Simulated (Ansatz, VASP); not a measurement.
**One calculation of MoS2, two programs**

```
Mo S
1.0
     3.24884    0.00000    0.00000
    -1.62442    2.81358    0.00000
     0.00000    0.00000    6.35428
Mo S
1 2
Direct
  0.00000 0.00000 0.50000
  0.66667 0.33333 0.74468
  0.33333 0.66667 0.25532
```

Change from the starting cell: volume scaled by 1.02.

Alike in both runs: task single point; functional LDA; k mesh 9 × 9 × 4; occupations fermi-dirac, width 0.05 eV; no spin polarisation.

|  | VASP | Ansatz |
| --- | --- | --- |
| version | VASP 6.6.1 | Ansatz 0.2.0 |
| potentials or method | VASP PAW LDA potentials, release 64 (Mo_sv, S), cutoff 520 eV | all-electron LAPW, scalar-relativistic |

Ansatz gave:

| Quantity | Value |
| --- | --- |
| gap on the k mesh at the Fermi level (eV) | none |
| pressure (GPa) | -8.3 |
| traceless stress, the component that is largest in VASP (GPa) | 1.94 |
| rms of the force components (eV/Å) | 0.212 |

Which values does VASP return?

gap on the k mesh at the Fermi level (eV): none; pressure (GPa): -8.2; traceless stress, the component that is largest in VASP (GPa): 1.96; rms of the force components (eV/Å): 0.203.

LDA's correlation is that of Perdew and Zunger in VASP and of Perdew and Wang (1992) in Ansatz. Atom by atom the forces differ by 0.009 eV/Å (rms over components). A gap of «none» marks a metal or a gap that the smearing closes. Ansatz ran all-electron here, and VASP with PAW potentials.
